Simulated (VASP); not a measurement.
Set up this calculation in VASP 6.6.1, as the native input.

```
Task                   : electric field gradients
Functional             : LDA
Potentials or basis    : VASP PAW LDA potentials, release 64 (K_sv, Cl)
Cutoff                 : 520 eV
k mesh                 : 7 × 7 × 7
Occupations            : fermi-dirac, width 0.03 eV
Spin                   : no spin polarisation
Dipole correction      : no
Further INCAR settings : ALGO = Normal; EDIFF = 1e-08; NBANDS = 15
```

The structure of KCl lies in POSCAR:

```
KCl
1.0
    0.0000000000      3.1349174826      3.1349174826
    3.1349174826      0.0000000000      3.1349174826
    3.1349174826      3.1349174826      0.0000000000
K Cl
1 1
Direct
    0.0000000000      0.0000000000      0.0000000000
    0.5000000000      0.5000000000      0.5000000000
```

These files were run (other wordings do the same):

INCAR

```
SYSTEM = KCl
PREC = Accurate ; ENCUT = 520
EDIFF = 1E-8 ; ISMEAR = -1
SIGMA = 0.03 ; LREAL = .FALSE.
LASPH = .TRUE. ; NELM = 80
ALGO = Normal ; ISIF = 2
LWAVE = .FALSE. ; LCHARG = .FALSE.
GGA = CA ; LEFG = .TRUE.
NBANDS = 15
```

KPOINTS

```
Automatic mesh
0
G
  7 7 7
  0 0 0
```

Potentials or basis: VASP PAW LDA potentials, release 64 (K_sv, Cl).

Run with:

```sh
$ cat potpaw_LDA.64/K_sv/POTCAR potpaw_LDA.64/Cl/POTCAR > POTCAR
$ mpirun -np 1 vasp_std > vasp.out
```

Results of the run:

The pressure is -1.8 GPa and the band gap on the k mesh is 4.78 eV. The largest electric field gradient by atom is zero within the noise of the run.

Wall time 42 s on 1 thread of Intel Xeon 8259CL, with other jobs on the host, peak memory 0.18 GiB.
